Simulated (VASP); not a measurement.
**Ho2O: single point with PBE**

Crystal: Ho2O.

```
Ho O
1.0
     4.22418    0.00000    0.00000
     0.00000    4.22418    0.00000
     0.00000    0.00000    3.00765
Ho O
2 1
Direct
  0.00000 0.50000 0.00000
  0.50000 0.00000 0.00000
  0.50000 0.50000 0.50000
```

The cell was generated, and may not be a known phase.

| Quantity | Value |
| --- | --- |
| Program | VASP 6.6.1 |
| Task | single point |
| Functional | PBE |
| Potentials or basis | VASP PAW PBE potentials, release 64 (Ho_3, O), 4f in core |
| Cutoff | 600 eV |
| k mesh | 4 × 4 × 6 |
| Occupations | gaussian, width 0.2 eV |
| Spin | no spin polarisation |
| Dipole correction | no |
| Further INCAR settings | ALGO = Normal; EDIFF = 1e-06; NBANDS = 19 |

The pressure is 1.0 GPa and the band gap on the k mesh is zero (bands 12 and 13 overlap by 2.18 eV).

Stress tensor (GPa, compression positive):
```
1.01 0.00 0.00
0.00 1.01 0.00
0.00 0.00 0.88
```

Levels at points of the mesh, in eV from the Fermi level:
| k point | band 8 | band 9 | band 10 | band 11 | band 12 | band 13 | band 14 | band 15 | band 16 | band 17 |
| --- | --- | --- | --- | --- | --- | --- | --- | --- | --- | --- |
| (0.00, 0.00, 0.00) | -4.98 | -4.98 | -4.50 | -4.17 | -1.60 | -1.55 | -0.36 | 0.44 | 3.69 | 3.69 |
| (0.50, 0.00, 0.00) | -6.55 | -5.14 | -4.54 | -1.89 | -1.35 | 0.19 | 1.19 | 2.10 | 2.62 | 2.91 |
| (0.50, 0.50, 0.00) | -6.76 | -6.76 | -4.92 | -0.49 | -0.49 | 0.28 | 0.28 | 0.36 | 3.11 | 5.04 |
| (0.00, 0.00, 0.50) | -7.65 | -6.47 | -6.47 | -1.87 | -0.49 | 0.97 | 0.97 | 1.86 | 3.86 | 5.36 |
| (0.50, 0.00, 0.50) | -6.55 | -6.25 | -5.24 | -0.65 | 0.17 | 0.70 | 1.59 | 2.59 | 2.67 | 3.24 |
| (0.50, 0.50, 0.50) | -5.61 | -4.93 | -4.93 | -3.21 | -0.35 | -0.35 | 0.78 | 3.57 | 3.84 | 3.84 |

It took 39 s on 1 thread of Intel Xeon 8259CL, with other jobs on the host, peak memory 0.2 GiB.

Caveat: the k points lie up to 0.37 Å⁻¹ apart, too coarse for converged energies and pressures of a metal; spin-orbit coupling is left out, which moves the levels of the heavy elements; the 4f electrons are frozen in the core, so they carry no moment and show no levels; the run has no spin polarisation, though such a crystal can be magnetic. With open d or f shells a metallic result of PBE can be an artefact of self-interaction; +U or a hybrid may open a gap.
